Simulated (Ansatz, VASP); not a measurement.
## Two plane-wave programs on ZnSe

```xyz
2
Lattice="0.0000 2.8324 2.8324 2.8324 0.0000 2.8324 2.8324 2.8324 0.0000" Properties=species:S:1:pos:R:3 pbc="T T T"
Zn    0.0000    0.0000    0.0000
Se    1.4162    1.4162    1.4162
```

Alike in both runs: task single point; functional PBE; dispersion D4; k mesh 6 × 6 × 6; no spin polarisation.

|  | VASP | Ansatz |
| --- | --- | --- |
| version | VASP 6.6.1 | Ansatz 0.2.0 |
| potentials or method | VASP PAW PBE potentials, release 64 (Zn, Se) | plane waves |
| plane-wave cutoff (eV) | 520 | 420 |
| occupations | gaussian, width 0.01 eV | fixed |
| valence electrons in the cell | 18 | 28 |

```csv
,VASP,Ansatz,Ansatz less VASP
gap on the k mesh at the Fermi level (eV),1.29,1.29,-0.002
pressure (GPa),0.1,-0.2,-0.25
```

VASP's potentials hold 18 valence electrons a cell and Ansatz's 28, so a difference there can come from the potentials and not from the codes.
